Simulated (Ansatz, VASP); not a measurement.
## One calculation of V, two programs

Contents of INCAR:

```
PREC     = Accurate       # precision mode
ENCUT    = 600            # plane-wave cutoff, eV
EDIFF    = 1E-6           # SCF threshold, eV
ISMEAR   = -1             # smearing method
SIGMA    = 0.1            # smearing width, eV
LREAL    = False          # projectors in reciprocal space
LASPH    = True           # aspherical terms in the spheres
NELM     = 60             # most SCF steps
ALGO     = Normal         # electronic algorithm
ISIF     = 3              # what is computed and relaxed
LWAVE    = False          # write WAVECAR
LCHARG   = False          # write CHGCAR
GGA      = B5             # functional
ALDAX    = 1.0          
AGGAX    = 1.0          
AGGAC    = 1.0          
ALDAC    = 0.0          
IBRION   = 2              # ionic algorithm
NSW      = 80             # ionic steps
EDIFFG   = -0.01          # ionic threshold
```

Contents of KPOINTS:

```
regular mesh
0
Gamma
  9 9 12
```

POSCAR

```
V
1.0
    4.2751219178      0.0000000000      0.0000000000
   -2.1375609589      3.7023641851      0.0000000000
    0.0000000000      0.0000000000      2.6206497356
V
3
Direct
    0.0000000000      0.0000000000      0.0000000000
    0.3333333333      0.6666666667      0.5000000000
    0.6666666667      0.3333333333      0.5000000000
```

Input for Ansatz:

```yaml
crystal:
  lattice:
    - [4.2751219178, 0.0, 0.0]
    - [-2.1375609589, 3.7023641851, 0.0]
    - [0.0, 0.0, 2.6206497356]
  atoms:
    - { symbol: V, position: [0.0, 0.0, 0.0] }
    - { symbol: V, position: [0.3333333333, 0.6666666667, 0.5] }
    - { symbol: V, position: [0.6666666667, 0.3333333333, 0.5] }
hamiltonian:
  xc: blyp
  pseudopotentials:
    kind: paw
    azcp:
      V: "pseudopotentials/V.paw.azcp"
basis:
  ecutwfc: 420
  fft_grid_basis: typed
kpoints:
  mp_grid: { grid: [9, 9, 12], shift: [0, 0, 0] }
magnetization:
  spin_polarized: false
scf:
  occupations: { method: fermi_dirac, width: 0.1 }
relax:
  max_steps: 60
  f_tol: 0.01
  cell: {}
```

Alike in both runs: task relaxation of cell and atoms; functional BLYP; k mesh 9 × 9 × 12; occupations fermi-dirac, width 0.1 eV; no spin polarisation.

```csv
,VASP,Ansatz
version,VASP 6.6.1,Ansatz 0.2.0
potentials or method,"VASP PAW PBE potentials, release 64 (V_sv), cutoff 600 eV","plane waves (420 eV) with PAW, scalar-relativistic"
valence electrons in the cell,39,39
```

VASP gave:

| Item | Value |
| --- | --- |
| relaxed volume (Å³/atom) | 14.11 |
| relaxed cell length with the largest relative difference (Å) | 2.403 |

Q: Which values does Ansatz return?

A: Relaxed volume (Å³/atom): 14.09; relaxed cell length with the largest relative difference (Å): 2.401.

VASP's potentials were made for PBE, not for BLYP.
